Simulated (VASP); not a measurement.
Wanted: the native input for a VASP 6.6.1 run.

| Item | Value |
| --- | --- |
| Task | relaxation of cell and atoms |
| Functional | PBE |
| Potentials or basis | VASP PAW PBE potentials, release 64 (Pb_d, S) |
| Cutoff | 600 eV |
| k mesh | 12 × 12 × 12 |
| Occupations | fermi-dirac, width 0.1 eV |
| Spin | no spin polarisation |
| Target pressure | 0.011 GPa |
| Dipole correction | no |
| Further INCAR settings | ALGO = Normal; EDIFF = 1e-07; IBRION = 2; EDIFFG = -0.005; NSW = 60; ISIF = 3 |

The structure of PbS (rocksalt type) lies in POSCAR:

```
PbS
1.0
    0.0000000000      3.0042003954      3.0042003954
    3.0042003954      0.0000000000      3.0042003954
    3.0042003954      3.0042003954      0.0000000000
Pb S
1 1
Direct
    0.0000000000      0.0000000000      0.0000000000
    0.5000000000      0.5000000000      0.5000000000
```

One way to write it, as run:

INCAR

```
  PREC = Accurate
  ENCUT = 600
  EDIFF = 1E-7
  ISMEAR = -1
  SIGMA = 0.1
  LREAL = False
  LASPH = True
  NELM = 80
  ALGO = Normal
  ISIF = 3
  LWAVE = False
  LCHARG = False
  GGA = PE
  IBRION = 2
  NSW = 60
  EDIFFG = -0.005
  PSTRESS = 0.10999999999999999
```

KPOINTS

```
Automatic mesh
0
Gamma
  12 12 12
```

Potentials or basis: VASP PAW PBE potentials, release 64 (Pb_d, S).

The run is started by

```sh
$ cat potpaw_PBE.64/Pb_d/POTCAR potpaw_PBE.64/S/POTCAR > POTCAR
$ mpirun -np 1 vasp_std > vasp.out
```

Results of the run:

```
Pressure after relaxing : 0.0 GPa
Band gap on the k mesh  : 0.50 eV
```

Caveat: the relaxation stopped at its first step, so nothing moved; the cell is relaxed towards a set pressure, so the run minimises the enthalpy, not the energy; spin-orbit coupling is left out, which moves the levels of the heavy elements.

Run time: 50 s on 1 thread of Intel(R) Xeon(R) Platinum 8488C (Sapphire Rapids) (shared host), peak memory 0.24 GiB.
